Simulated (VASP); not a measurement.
# P (Imma) in VASP: single point with PBE+D3(BJ)

Aim: the single point of P with PBE+D3(BJ).

Program: VASP 6.6.1. These are calculated values, not measurements. Logs are shortened: lines on timing, memory, paths and dates and some standing lists are left out, and cuts for length are marked.

### 1 The cell of the first run

It takes space group Imma (No. 74, orthorhombic). The conventional cell has a = 3.383 Å, b = 5.030 Å, c = 3.718 Å, α = 90.00°, β = 90.00°, γ = 90.00°. P (site symmetry mm2) has 6 P at 2.24 to 2.82 Å within 3.0 Å.

### 2 Single point, PBE+D3(BJ)

Contents of INCAR:

```
ALGO = Normal ; EDIFF = 1E-6
ENCUT = 520 ; GGA = PE
ISIF = 2 ; ISMEAR = 0
ISYM = 0 ; IVDW = 12
LASPH = True ; LCHARG = False
LREAL = Auto ; LWAVE = False
NBANDS = 54 ; NELM = 100
PREC = Accurate ; SIGMA = 0.1
```

Contents of KPOINTS:

```
Automatic mesh
0
Gamma
  4 4 4
  0.5 0.5 0.5
```

Contents of POSCAR:

```
P
1.0
   -6.7660401724      0.0000000000      0.0000000000
   -3.3830200862      5.0303300746      3.7178882716
   -3.3830200862      5.0303300746     -3.7178882716
P
16
Direct
    0.1250000000      0.4016545550      0.8483454450
    0.1250000000      0.4016545550      0.3483454450
    0.6250000000      0.4016545550      0.8483454450
    0.6250000000      0.4016545550      0.3483454450
    0.1250000000      0.9016545550      0.8483454450
    0.1250000000      0.9016545550      0.3483454450
    0.6250000000      0.9016545550      0.8483454450
    0.6250000000      0.9016545550      0.3483454450
    0.3750000000      0.0983454450      0.1516545550
    0.3750000000      0.0983454450      0.6516545550
    0.8750000000      0.0983454450      0.1516545550
    0.8750000000      0.0983454450      0.6516545550
    0.3750000000      0.5983454450      0.1516545550
    0.3750000000      0.5983454450      0.6516545550
    0.8750000000      0.5983454450      0.1516545550
    0.8750000000      0.5983454450      0.6516545550
```

Potentials or basis: VASP PAW PBE potentials, release 64 (P).

Run with:

```sh
$ cat potpaw_PBE.64/P/POTCAR > POTCAR
$ mpirun -np 1 vasp_std > vasp.out
```

OUTCAR:

```text
EDIFF = 1E-6
   ENCUT = 520
   GGA = PE
   ISIF = 2
   ISMEAR = 0
   ISYM = 0
   IVDW = 12
   LASPH = True
   LREAL = Auto
   NELM = 100
   PREC = Accurate
 IVDW          = 12

 ion  position               nearest neighbor table
   1  0.125  0.402  0.848-  14 2.24  16 2.24  15 2.55  10 2.55  11 2.82   9 2.82
   2  0.125  0.402  0.348-  13 2.24  15 2.24   9 2.55  16 2.55  12 2.82  10 2.82
   3  0.625  0.402  0.848-  14 2.24  16 2.24  12 2.55  13 2.55   9 2.82  11 2.82
   4  0.625  0.402  0.348-  13 2.24  15 2.24  14 2.55  11 2.55  12 2.82  10 2.82
   5  0.125  0.902  0.848-  10 2.24  12 2.24  11 2.55  14 2.55  13 2.82  15 2.82
   6  0.125  0.902  0.348-   9 2.24  11 2.24  12 2.55  13 2.55  14 2.82  16 2.82
[... 8 lines left out ...]
  15  0.875  0.598  0.152-   2 2.24   4 2.24   1 2.55   8 2.55   7 2.82   5 2.82
  16  0.875  0.598  0.652-   1 2.24   3 2.24   2 2.55   7 2.55   6 2.82   8 2.82

IMPORTANT INFORMATION: All symmetrisations will be switched off!
NOSYMM: (Re-)initialisation of all symmetry stuff for point group C_1.

----------------------------------------------------------------------------------------

                                     Primitive cell

  volume of cell :     253.0797

  direct lattice vectors                    reciprocal lattice vectors
    -6.766040172  0.000000000  0.000000000    -0.147796935 -0.099397056  0.000000000
    -3.383020086  5.030330075  3.717888272     0.000000000  0.099397056  0.134484945
    -3.383020086  5.030330075 -3.717888272     0.000000000  0.099397056 -0.134484945

  length of vectors
     6.766040172  7.111380932  7.111380932     0.178111507  0.167230306  0.167230306

  position of ions in fractional coordinates (direct lattice)
     0.125000000  0.401654555  0.848345445
     0.125000000  0.401654555  0.348345445
     0.625000000  0.401654555  0.848345445
     0.625000000  0.401654555  0.348345445
     0.125000000  0.901654555  0.848345445
     0.125000000  0.901654555  0.348345445
[... 8 lines left out ...]
     0.875000000  0.598345445  0.151654555
     0.875000000  0.598345445  0.651654555

  ion indices of the primitive-cell ions
   primitive index   ion index
                 1           1
                 2           2
                 3           3
                 4           4
                 5           5
                 6           6
[... 8 lines left out ...]
                15          15
                16          16

----------------------------------------------------------------------------------------

 KPOINTS: Automatic mesh

Automatic generation of k-mesh.
 Grid dimensions read from file:
[... 73 lines left out ...]
   POTIM  = 0.5000    time-step for ionic-motion
   TEBEG  =    0.0;   TEEND  =   0.0 temperature during run
   PSTRESS=    0.0 pullay stress
   NELECT =      80.0000    total number of electrons
   NUPDOWN=      -1.0000    fix difference up-down
   EMIN   =  10.00;   EMAX   =-10.00  energy-range for DOS
   EFERMI =   0.00;   METHOD = LEGACY
   ISMEAR =     0;   SIGMA  =   0.10  broadening in eV -4-tet -1-fermi 0-gaus
   EFERMI_NEDOS =   21; number of points for ismear=-14 and -15
   IALGO  =     38    algorithm
   IMIX   =      4    mixing-type and parameters
     AMIX     =   0.40;   BMIX     =  1.00
     AMIX_MAG =   1.60;   BMIX_MAG =  1.00
  volume/ion in A,a.u.               =      15.82       106.74
  Fermi-wavevector in a.u.,A,eV,Ry     =   1.115199  2.107421 16.921141  1.243669
  Thomas-Fermi vector in A             =   2.251801
   LORBIT       =      0    0 simple, 1 ext, 2 COOP (PROOUT), +10 PAW based schemes
   GGA     = PE    functional components
   LHFCALC =     F    Hartree Fock is set to
   AEXX    =    0.0000 exact exchange contribution
   IVDW    =    12    specifies the selected vdW correction
   LEPSILON=     F    determine dielectric tensor
   LRPA    =     F    only Hartree local field effects (RPA)
 non-spin polarized calculation
 Gauss-broadening in eV      SIGMA  =   0.10
  energy-cutoff  :      520.00
  volume of cell :      253.08
 maximum number of plane-waves:      6833
 NGX is ok and might be reduce to    50
   NGX = 25   NGY = 27   NGZ = 27

 number of electron      80.0000008 magnetization

 Free energy of the ion-electron system (eV)
  ---------------------------------------------------
  ext. energy  EPLUGINS =         0.00000000
  ---------------------------------------------------
  free energy    TOTEN  =       -84.98189290 eV

  energy without entropy =      -84.97353304  energy(sigma->0) =      -84.97771297

 E-fermi :   9.0010     XC(G=0): -10.8516

 val. band max:        8.9020335423   @ k =  -0.1250  -0.1250   0.1250
 cond. band min:       9.0085077268   @ k =   0.1250  -0.1250   0.3750
 fundamental gap:      0.1064741845
 Fermi energy:         9.0010051949

 k-point     1 :       0.1250    0.1250    0.1250
  band No.  band energies     occupation
      1      -7.3548      2.00000
      2      -4.8848      2.00000
      3      -4.8848      2.00000
      4      -4.2551      2.00000
      5      -4.0388      2.00000
      6      -3.6758      2.00000
[... 1309 lines left out ...]
     51      11.3395      0.00000
     52      11.7805      0.00000

 [... further k-points ...]

 [bands above 52 left out]

------------------------ aborting loop because EDIFF is reached ----------------------------------------

 Edisp (eV)   -7.14849

 E8    (eV) :    -2.7092

  FORCE on cell =-STRESS in cart. coord.  units (eV):
  Direction    XX          YY          ZZ          XY          YZ          ZX
  --------------------------------------------------------------------------------------
  -------------------------------------------------------------------------------------
  Total      -1.81639    -5.24242    -3.15151    -0.00312     0.00331    -0.01038
  in kB     -11.49908   -33.18831   -19.95135    -0.01978     0.02096    -0.06569
  external pressure =      -21.55 kB  Pullay stress =        0.00 kB

 VOLUME and BASIS-vectors are now :
 -----------------------------------------------------------------------------
  energy-cutoff  :      520.00
  volume of cell :      253.08
      direct lattice vectors                 reciprocal lattice vectors
    -6.766040172  0.000000000  0.000000000    -0.147796935 -0.099397056  0.000000000
    -3.383020086  5.030330075  3.717888272     0.000000000  0.099397056  0.134484945
    -3.383020086  5.030330075 -3.717888272     0.000000000  0.099397056 -0.134484945

 POSITION                                       TOTAL-FORCE (eV/Angst)
 -----------------------------------------------------------------------------------
     -5.07453      6.28791     -1.66075         0.000022      0.001130     -0.301542
     -3.38302      3.77275      0.19820         0.000020      0.001129     -0.301538
     -8.45755      6.28791     -1.66075         0.000023      0.001129     -0.301538
     -6.76604      3.77275      0.19820         0.000021      0.001131     -0.301545
     -6.76604      8.80308      0.19820         0.000022      0.001132     -0.301537
     -5.07453      6.28791      2.05714         0.000022      0.001130     -0.301543
[... 8 lines left out ...]
     -8.45755      3.77275      1.66075        -0.000027     -0.001132      0.301541
    -10.14906      6.28791     -0.19820        -0.000019     -0.001129      0.301540
 -----------------------------------------------------------------------------------
    total drift:                                0.000002      0.000003     -0.000005

  FREE ENERGIE OF THE ION-ELECTRON SYSTEM (eV)
  ---------------------------------------------------
  free  energy   TOTEN  =       -92.1303875025 eV

  energy  without entropy=      -92.1220276411  energy(sigma->0) =      -92.12620757
```

OSZICAR:

```text
N       E                     dE             d eps       ncg     rms          rms(c)
DAV:   1     0.288567343624E+03    0.28857E+03   -0.34311E+04  6912   0.130E+03
DAV:   2    -0.591138449834E+02   -0.34768E+03   -0.32834E+03  8384   0.205E+02
DAV:   3    -0.845663912595E+02   -0.25453E+02   -0.24589E+02  8938   0.507E+01
DAV:   4    -0.851994839812E+02   -0.63309E+00   -0.62444E+00  8832   0.865E+00
DAV:   5    -0.852157586620E+02   -0.16275E-01   -0.16228E-01  8716   0.128E+00    0.198E+01
DAV:   6    -0.850514640203E+02    0.16429E+00   -0.84440E-02  8584   0.107E+00    0.118E+01
DAV:   7    -0.849807325611E+02    0.70731E-01   -0.17237E-01  8118   0.156E+00    0.341E-01
DAV:   8    -0.849813424161E+02   -0.60985E-03   -0.22537E-02  8088   0.556E-01    0.290E-01
DAV:   9    -0.849816529444E+02   -0.31053E-03   -0.75146E-04  8782   0.109E-01    0.190E-01
DAV:  10    -0.849818673138E+02   -0.21437E-03   -0.41246E-04  8202   0.763E-02    0.790E-02
DAV:  11    -0.849818935595E+02   -0.26246E-04   -0.64181E-05  8852   0.307E-02    0.354E-02
DAV:  12    -0.849818928982E+02    0.66126E-06   -0.24759E-06  6434   0.621E-03
   1 F= -.92130388E+02 E0= -.92126208E+02  d E =-.835986E-02
```

Run time: 20 min. Hardware: 1 thread of AMD EPYC 7R13 (Zen 3), shared host; peak memory 0.64 GiB.

What came out:

| Property | Result |
| --- | --- |
| Free energy | -92.1304 eV |
| Pressure | -2.2 GPa |
| Largest force | 0.302 eV/Å |
| Band gap on the k mesh | zero (bands 40 and 41 overlap by 0.23 eV) |
| Dispersion energy per atom | -0.447 eV |

Forces on the atoms (eV/Å):
```
P    0.000  0.001 -0.302
P    0.000  0.001 -0.302
P    0.000  0.001 -0.302
P    0.000  0.001 -0.302
P    0.000  0.001 -0.302
P    0.000  0.001 -0.302
P    0.000  0.001 -0.302
P    0.000  0.001 -0.302
P    0.000 -0.001  0.302
P    0.000 -0.001  0.302
P    0.000 -0.001  0.302
P    0.000 -0.001  0.302
P    0.000 -0.001  0.302
P    0.000 -0.001  0.302
P    0.000 -0.001  0.302
P    0.000 -0.001  0.302
```

Stress tensor (GPa, compression positive):
```
-1.15  0.00 -0.01
 0.00 -3.32  0.00
-0.01  0.00 -2.00
```
